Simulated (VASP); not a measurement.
A run of VASP 6.6.1 is set up as follows.

POSCAR

```
LiH
1.0
    0.0000000000      2.0367500000      2.0367500000
    2.0367500000      0.0000000000      2.0367500000
    2.0367500000      2.0367500000      0.0000000000
Li H
1 1
Direct
    0.0000000000      0.0000000000      0.0000000000
    0.5000000000      0.5000000000      0.5000000000
```

Contents of INCAR.step1:

```
PREC     = Accurate       # precision mode
ENCUT    = 520            # plane-wave cutoff, eV
EDIFF    = 1E-5           # SCF threshold, eV
ISMEAR   = -1             # smearing method
SIGMA    = 0.05           # smearing width, eV
LREAL    = False          # projectors in reciprocal space
LASPH    = True           # aspherical terms in the spheres
NELM     = 60             # most SCF steps
ALGO     = Normal         # electronic algorithm
ISIF     = 2              # what is computed and relaxed
LWAVE    = True           # write WAVECAR
LCHARG   = False          # write CHGCAR
NBANDS   = 9              # bands
GGA      = PE             # functional
```

INCAR.step2

```
PREC     = Accurate       # precision mode
ENCUT    = 520            # plane-wave cutoff, eV
EDIFF    = 1E-6           # SCF threshold, eV
ISMEAR   = -1             # smearing method
SIGMA    = 0.05           # smearing width, eV
LREAL    = False          # projectors in reciprocal space
LASPH    = True           # aspherical terms in the spheres
NELM     = 60             # most SCF steps
ALGO     = Normal         # electronic algorithm
ISIF     = 2              # what is computed and relaxed
LWAVE    = False          # write WAVECAR
LCHARG   = False          # write CHGCAR
GGA      = PE             # functional
LHFCALC  = True           # exact exchange
AEXX     = 0.25           # exact-exchange fraction
PRECFOCK = Normal       
NBANDS   = 9              # bands
ISTART   = 1
```

KPOINTS

```
regular mesh
0
Gamma
  6 6 6
```

Potentials or basis: VASP PAW PBE potentials, release 64 (Li_sv, H).

Launch:

```bash
$ cat potpaw_PBE.64/Li_sv/POTCAR potpaw_PBE.64/H/POTCAR > POTCAR
$ cp INCAR.step1 INCAR
$ mpirun -np 1 vasp_std > vasp.out
$ cp INCAR.step2 INCAR
$ mpirun -np 1 vasp_std > vasp.out
```

Problem. Predict the band gap on the k mesh.

Solution. 4.72 eV, direct.

Caveat: the k points lie up to 0.45 Å⁻¹ apart. A k mesh can miss the band edges.
